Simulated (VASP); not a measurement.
# Ag in VASP: single point with LDA

Aim: the single point of Ag with LDA.

Program: VASP 6.6.1. These are calculated values, not measurements. Logs are shortened: lines on timing, memory, paths and dates and some standing lists are left out, and cuts for length are marked.

## (1) The cell of the first run

The cell holds a sublattice, 3 atoms: a = 4.695 Å, b = 4.695 Å, c = 4.695 Å, α = 60.00°, β = 60.00°, γ = 60.00°.

## (2) Single point, LDA

Contents of INCAR:

```
SYSTEM = Ag
PREC     = Accurate       ! precision mode
ENCUT    = 400            ! plane-wave cutoff, eV
EDIFF    = 1E-6           ! SCF threshold, eV
ISMEAR   = 0              ! smearing method
SIGMA    = 0.1            ! smearing width, eV
LREAL    = .False.        ! projectors in reciprocal space
LASPH    = .True.         ! aspherical terms in the spheres
NELM     = 120            ! most SCF steps
ALGO     = Normal         ! electronic algorithm
ISIF     = 2              ! what is computed and relaxed
LWAVE    = .False.        ! write WAVECAR
LCHARG   = .False.        ! write CHGCAR
GGA      = CA             ! functional
NBANDS   = 24             ! bands
GGA_COMPAT= .False.
```

Contents of KPOINTS:

```
regular mesh
0
Gamma
  10 10 10
  0 0 0
```

Contents of POSCAR:

```
Ag
1.0
    0.0000000000      3.3198771300      3.3198771300
    3.3198771300      0.0000000000      3.3198771300
    3.3198771300      3.3198771300      0.0000000000
Ag
3
Direct
    0.2500000000      0.2500000000      0.2500000000
    0.7500000000      0.7500000000      0.7500000000
    0.5000000000      0.5000000000      0.5000000000
```

Potentials or basis: VASP PAW LDA potentials, release 64 (Ag).

Launch:

```
$ cat potpaw_LDA.64/Ag/POTCAR > POTCAR
$ mpirun -np 1 vasp_std > vasp.out
```

OUTCAR:

```text
SYSTEM = Ag
   PREC = Accurate
   ENCUT = 400
   EDIFF = 1E-6
   ISMEAR = 0
   LREAL = .False.
   LASPH = .True.
   NELM = 120
   ISIF = 2
   GGA = CA

 ion  position               nearest neighbor table
   1  0.250  0.250  0.250-   3 2.88   3 2.88   3 2.88   3 2.88   2 3.32   2 3.32   2 3.32   2 3.32
                             2 3.32   2 3.32
   2  0.750  0.750  0.750-   3 2.88   3 2.88   3 2.88   3 2.88   1 3.32   1 3.32   1 3.32   1 3.32
                             1 3.32   1 3.32
   3  0.500  0.500  0.500-   1 2.88   1 2.88   1 2.88   1 2.88   2 2.88   2 2.88   2 2.88   2 2.88

  LATTYP: Found a face centered cubic cell.
 ALAT       =     6.6397542600

  Lattice vectors:

 A1 = (   0.0000000000,   3.3198771300,   3.3198771300)
 A2 = (   3.3198771300,   0.0000000000,   3.3198771300)
 A3 = (   3.3198771300,   3.3198771300,   0.0000000000)

Analysis of symmetry for initial positions (statically):
=====================================================================
 Subroutine PRICEL returns:
 Original cell was already a primitive cell.

 Routine SETGRP: Setting up the symmetry group for a
 face centered cubic supercell.

 Subroutine GETGRP returns: Found 48 space group operations
 (whereof 48 operations were pure point group operations)
 out of a pool of 48 trial point group operations.

The static configuration has the point symmetry O_h .

Analysis of symmetry for dynamics (positions and initial velocities):
=====================================================================
 Subroutine PRICEL returns:
 Original cell was already a primitive cell.

 Routine SETGRP: Setting up the symmetry group for a
 face centered cubic supercell.

 Subroutine GETGRP returns: Found 48 space group operations
 (whereof 48 operations were pure point group operations)
 out of a pool of 48 trial point group operations.

The dynamic configuration has the point symmetry O_h .

 Subroutine INISYM returns: Found 48 space group operations
 (whereof 48 operations are pure point group operations),
 and found     1 'primitive' translations

----------------------------------------------------------------------------------------

                                     Primitive cell

  volume of cell :      73.1806

  direct lattice vectors                    reciprocal lattice vectors
     0.000000000  3.319877130  3.319877130    -0.150607983  0.150607983  0.150607983
     3.319877130  0.000000000  3.319877130     0.150607983 -0.150607983  0.150607983
     3.319877130  3.319877130  0.000000000     0.150607983  0.150607983 -0.150607983

  length of vectors
     4.695015263  4.695015263  4.695015263     0.260860679  0.260860679  0.260860679

  position of ions in fractional coordinates (direct lattice)
     0.250000000  0.250000000  0.250000000
     0.750000000  0.750000000  0.750000000
     0.500000000  0.500000000  0.500000000

  ion indices of the primitive-cell ions
   primitive index   ion index
                 1           1
                 2           2
                 3           3

----------------------------------------------------------------------------------------

 KPOINTS: regular mesh

Automatic generation of k-mesh.
 Grid dimensions read from file:
 generate k-points for:   10   10   10

 Generating k-lattice:

  Cartesian coordinates                     Fractional coordinates (reciprocal lattice)
    -0.015060798  0.015060798  0.015060798     0.100000000  0.000000000  0.000000000
     0.015060798 -0.015060798  0.015060798     0.000000000  0.100000000  0.000000000
     0.015060798  0.015060798 -0.015060798     0.000000000  0.000000000  0.100000000

  Length of vectors
     0.026086068  0.026086068  0.026086068

  Shift w.r.t. Gamma in fractional coordinates (k-lattice)
     0.000000000  0.000000000  0.000000000

 Subroutine IBZKPT returns following result:
 ===========================================

 Found     47 irreducible k-points:

 Following reciprocal coordinates:
            Coordinates               Weight
  0.000000  0.000000  0.000000      1.000000
  0.100000  0.000000  0.000000      8.000000
  0.200000  0.000000  0.000000      8.000000
  0.300000  0.000000  0.000000      8.000000
  0.400000  0.000000  0.000000      8.000000
  0.500000  0.000000  0.000000      4.000000
[... 16 lines left out ...]
  0.300000  0.300000  0.000000      6.000000
  0.400000  0.300000  0.000000     24.000000
 [... further k-points ...]
   k-points           NKPTS =     47   k-points in BZ     NKDIM =     47   number of bands    NBANDS=     24
   number of dos      NEDOS =    301   number of ions     NIONS =      3
   total plane-waves  NPLWV =  32768
   dimension x,y,z NGX =    32 NGY =   32 NGZ =   32
   dimension x,y,z NGXF=    64 NGYF=   64 NGZF=   64
   ions per type =               3
   NGX,Y,Z   is equivalent  to a cutoff of  11.33, 11.33, 11.33 a.u.
   NGXF,Y,Z  is equivalent  to a cutoff of  22.66, 22.66, 22.66 a.u.
 SYSTEM =  Ag
   PREC   = accura    normal or accurate (medium, high low for compatibility)
   ISTART =      0    job   : 0-new  1-cont  2-samecut
   ICHARG =      2    charge: 1-file 2-atom 10-const
   ISPIN  =      1    spin polarized calculation?
   LNONCOLLINEAR =      F non collinear calculations
   LSORBIT =      F    spin-orbit coupling
   LASPH  =      T    aspherical Exc in radial PAW
   ENCUT  =  400.0 eV  29.40 Ry    5.42 a.u.   7.66  7.66  7.66*2*pi/ulx,y,z
   NELM   =    120;   NELMIN=  2; NELMDL= -5     # of ELM steps
   EDIFF  = 0.1E-05   stopping-criterion for ELM
   LREAL  =      F    real-space projection
   EDIFFG = 0.1E-04   stopping-criterion for IOM
   NSW    =      0    number of steps for IOM
   IBRION =     -1    ionic relax: 0-MD 1-quasi-New 2-CG
   NFREE  =      0    steps in history (QN), initial steepest desc. (CG)
   ISIF   =      2    stress and relaxation
   ISYM   =      2    0-nonsym 1-usesym 2-fastsym
   POTIM  = 0.5000    time-step for ionic-motion
   TEBEG  =    0.0;   TEEND  =   0.0 temperature during run
   PSTRESS=    0.0 pullay stress
   NELECT =      33.0000    total number of electrons
   NUPDOWN=      -1.0000    fix difference up-down
   EMIN   =  10.00;   EMAX   =-10.00  energy-range for DOS
   EFERMI =   0.00;   METHOD = LEGACY
   ISMEAR =     0;   SIGMA  =   0.10  broadening in eV -4-tet -1-fermi 0-gaus
   EFERMI_NEDOS =   21; number of points for ismear=-14 and -15
   IALGO  =     38    algorithm
   IMIX   =      4    mixing-type and parameters
     AMIX     =   0.40;   BMIX     =  1.00
     AMIX_MAG =   1.60;   BMIX_MAG =  1.00
  volume/ion in A,a.u.               =      24.39       164.62
  Fermi-wavevector in a.u.,A,eV,Ry     =   1.255396  2.372355 21.443048  1.576020
  Thomas-Fermi vector in A             =   2.389155
   LORBIT       =      0    0 simple, 1 ext, 2 COOP (PROOUT), +10 PAW based schemes
   GGA     = CA    functional components
   LHFCALC =     F    Hartree Fock is set to
   AEXX    =    0.0000 exact exchange contribution
   IVDW    =     0    specifies the selected vdW correction
   LEPSILON=     F    determine dielectric tensor
   LRPA    =     F    only Hartree local field effects (RPA)
 non-spin polarized calculation
 Gauss-broadening in eV      SIGMA  =   0.10
  energy-cutoff  :      400.00
  volume of cell :       73.18
 maximum number of plane-waves:      1363
   NGX = 15   NGY = 15   NGZ = 15

 number of electron      32.9999971 magnetization

 Free energy of the ion-electron system (eV)
  ---------------------------------------------------
  ext. energy  EPLUGINS =         0.00000000
  ---------------------------------------------------
  free energy    TOTEN  =        -9.46016802 eV

  energy without entropy =       -9.45537713  energy(sigma->0) =       -9.45777257

 E-fermi :   3.9614     XC(G=0): -10.4272

 val. band max:        3.9532493786   @ k =   0.4000   0.1000   0.0000
 cond. band min:       3.9730745610   @ k =   0.5000   0.3000   0.0000
 fundamental gap:      0.0198251824
 Fermi energy:         3.9613811806

 k-point     1 :       0.0000    0.0000    0.0000
  band No.  band energies     occupation
      1      -1.6835      2.00000
      2      -0.9027      2.00000
      3      -0.9027      2.00000
      4      -0.4360      2.00000
      5      -0.4360      2.00000
      6      -0.4360      2.00000
[... 16 lines left out ...]
     23      11.1420      0.00000
     24      11.4173      0.00000

 k-point     2 :       0.1000    0.0000    0.0000
  band No.  band energies     occupation
      1      -1.5793      2.00000
      2      -0.8696      2.00000
      3      -0.8696      2.00000
      4      -0.5179      2.00000
      5      -0.4754      2.00000
      6      -0.4754      2.00000
[... 16 lines left out ...]
     23      11.4235      0.00000
     24      12.2316      0.00000

 k-point     3 :       0.2000    0.0000    0.0000
  band No.  band energies     occupation
      1      -1.2881      2.00000
      2      -0.7743      2.00000
      3      -0.7743      2.00000
      4      -0.6103      2.00000
      5      -0.5454      2.00000
      6      -0.5454      2.00000
[... 16 lines left out ...]
     23      11.8509      0.00000
     24      12.4540      0.00000

 k-point     4 :       0.3000    0.0000    0.0000
  band No.  band energies     occupation
      1      -0.8968      2.00000
      2      -0.6445      2.00000
      3      -0.6369      2.00000
      4      -0.6369      2.00000
      5      -0.6021      2.00000
      6      -0.6021      2.00000
[... 16 lines left out ...]
     23      11.3845      0.00000
     24      13.6910      0.00000

 k-point     5 :       0.4000    0.0000    0.0000
  band No.  band energies     occupation
      1      -0.6536      2.00000
      2      -0.6536      2.00000
      3      -0.6388      2.00000
      4      -0.5652      2.00000
      5      -0.4722      2.00000
      6      -0.4722      2.00000
[... 451 lines left out ...]
 k-point    22 :      -0.2000    0.2000    0.0000
  band No.  band energies     occupation
      1      -0.8831      2.00000
      2      -0.6970      2.00000
      3      -0.6034      2.00000
      4      -0.5950      2.00000
      5      -0.5732      2.00000
      6      -0.5704      2.00000
[... 16 lines left out ...]
     23      12.3134      0.00000
     24      13.4088      0.00000

 k-point    23 :       0.3000    0.3000    0.0000
  band No.  band energies     occupation
      1      -0.9241      2.00000
      2      -0.7217      2.00000
      3      -0.6417      2.00000
      4      -0.6417      2.00000
      5      -0.5523      2.00000
      6      -0.3807      2.00000
[... 16 lines left out ...]
     23      14.4331      0.00000
     24      15.6746      0.00000

 k-point    24 :       0.4000    0.3000    0.0000
  band No.  band energies     occupation
      1      -0.8555      2.00000
      2      -0.8091      2.00000
      3      -0.6734      2.00000
      4      -0.6603      2.00000
      5      -0.4193      2.00000
      6      -0.2269      2.00000
[... 16 lines left out ...]
     23      14.6446      0.00000
     24      15.9810      0.00000

 [... further k-points ...]
[... 5 lines left out ...]
  --------------------------------------------------------------------------------------
  -------------------------------------------------------------------------------------
  Total       -5.5552981     -5.5552981     -5.5552981     -0.0000000      0.0000000      0.0000000
  in kB     -121.6247401   -121.6247401   -121.6247401     -0.0000000      0.0000000      0.0000000
  external PRESSURE =    -121.6247401 kB  Pullay stress =       0.0000000 kB

 VOLUME and BASIS-vectors are now :
 -----------------------------------------------------------------------------
  energy-cutoff  :      400.00
  volume of cell :       73.18
      direct lattice vectors                 reciprocal lattice vectors
     0.000000000  3.319877130  3.319877130    -0.150607983  0.150607983  0.150607983
     3.319877130  0.000000000  3.319877130     0.150607983 -0.150607983  0.150607983
     3.319877130  3.319877130  0.000000000     0.150607983  0.150607983 -0.150607983

 POSITION                                       TOTAL-FORCE (eV/Angst)
 -----------------------------------------------------------------------------------
      1.65994      1.65994      1.65994        -0.000000     -0.000000     -0.000000
      4.97982      4.97982      4.97982        -0.000000      0.000000      0.000000
      3.31988      3.31988      3.31988         0.000000      0.000000      0.000000
 -----------------------------------------------------------------------------------
    total drift:                               -0.000000     -0.000000      0.000000

  FREE ENERGIE OF THE ION-ELECTRON SYSTEM (eV)
  ---------------------------------------------------
  free  energy   TOTEN  =        -9.4601680195 eV

  energy  without entropy=       -9.4553771276  energy(sigma->0) =       -9.45777257
```

Wall time 38 s (1 thread of Intel Xeon 6975P-C, shared host); peak memory 0.17 GiB.

Results:

- Free energy: -9.4602 eV
- Pressure: -12.2 GPa
